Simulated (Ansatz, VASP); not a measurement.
# AlInSb2: VASP beside Ansatz

INCAR

```
PREC = Accurate ; ENCUT = 520
EDIFF = 1E-6 ; ISMEAR = 0
SIGMA = 0.05 ; LREAL = False
LASPH = True ; NELM = 60
ALGO = Normal ; ISIF = 2
LWAVE = False ; LCHARG = False
GGA = CA ; NBANDS = 21
```

KPOINTS

```
Automatic mesh
0
Gamma
  8 8 6
```

The input POSCAR:

```
AlInSb2
1.0
    4.4375919547      0.0000000000      0.0000000000
    0.0000000000      4.4375919547      0.0000000000
    0.0000000000      0.0000000000      6.2673789797
Al In Sb
1 1 2
Direct
    0.0000000000      0.0000000000      0.0000000000
    0.5000000000      0.5000000000      0.5000000000
    0.0000000000      0.5000000000      0.2140216278
    0.5000000000      0.0000000000      0.7859783722
```

Input for Ansatz:

```yaml
crystal:
  lattice:
    - [4.4375919547, 0.0, 0.0]
    - [0.0, 4.4375919547, 0.0]
    - [0.0, 0.0, 6.2673789797]
  atoms:
    - { symbol: Al, position: [0.0, 0.0, 0.0] }
    - { symbol: In, position: [0.5, 0.5, 0.5] }
    - { symbol: Sb, position: [0.0, 0.5, 0.2140216278] }
    - { symbol: Sb, position: [0.5, 0.0, 0.7859783722] }
basis:
  ecutwfc: 420
kpoints:
  mp_grid: { grid: [8, 8, 6] }
hamiltonian:
  xc: lda
  pseudopotentials: { kind: paw }
scf:
  occupations: { method: gaussian, width: 0.05 }
output:
  forces: true
  stress: true
  eigenvalues: true
```

Alike in both runs: task single point; functional LDA; k mesh 8 × 8 × 6; occupations gaussian, width 0.05 eV; no spin polarisation.

```csv
,VASP,Ansatz
version,VASP 6.6.1,Ansatz 0.2.0
potentials or method,"VASP PAW LDA potentials, release 64 (Al, In_d, Sb), cutoff 520 eV","scalar-relativistic, plane waves, PAW"
valence electrons in the cell,26,46
```

|  | VASP | Ansatz | Ansatz less VASP |
| --- | --- | --- | --- |
| gap on the k mesh at the Fermi level (eV) | 0.26 | 0.26 | +0.007 |
| least direct gap on the mesh (eV) | 0.52 | 0.47 | -0.050 |
| pressure (GPa) | 0.4 | 0.1 | -0.24 |
| traceless stress, the component that is largest in VASP (GPa) | -0.72 | -0.69 | +0.029 |
| rms of the force components (eV/Å) | 0.491 | 0.477 | -0.0142 |

LDA's correlation is that of Perdew and Zunger in VASP and of Perdew and Wang (1992) in Ansatz. Atom by atom the forces differ by 0.014 eV/Å (rms over components). VASP's potentials hold 26 valence electrons a cell and Ansatz's 46, so a difference there can come from the potentials and not from the codes.

Spin-orbit coupling is off throughout.
